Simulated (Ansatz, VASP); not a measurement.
## CdS in VASP and in Ansatz

```
CELL_PARAMETERS angstrom
0.00000 2.75324 2.75324
2.75324 0.00000 2.75324
2.75324 2.75324 0.00000
ATOMIC_POSITIONS crystal
Cd 0.00000 0.00000 0.00000
S 0.50000 0.50000 0.50000
```

Alike in both runs: task single point; functional LDA; k mesh 4 × 4 × 4; no spin polarisation.

|  | VASP | Ansatz |
| --- | --- | --- |
| version | VASP 6.6.1 | Ansatz 0.2.0 |
| potentials or method | VASP PAW LDA potentials, release 64 (Cd, S), cutoff 500 eV | scalar-relativistic, plane waves, PAW |
| occupations | fermi-dirac, width 0.00861733 eV | fermi-dirac |
| valence electrons in the cell | 18 | 26 |

```tsv
	VASP	Ansatz	Ansatz less VASP
gap on the k mesh at the Fermi level (eV)	none	none	-
pressure (GPa)	-6.0	-6.5	-0.49
```

LDA's correlation is that of Perdew and Zunger in VASP and of Perdew and Wang (1992) in Ansatz. A gap of «none» marks a metal or a gap that the smearing closes. VASP's potentials hold 18 valence electrons a cell and Ansatz's 26, so a difference there can come from the potentials and not from the codes.

The k mesh is coarse, so the values compare programs but aren't converged.
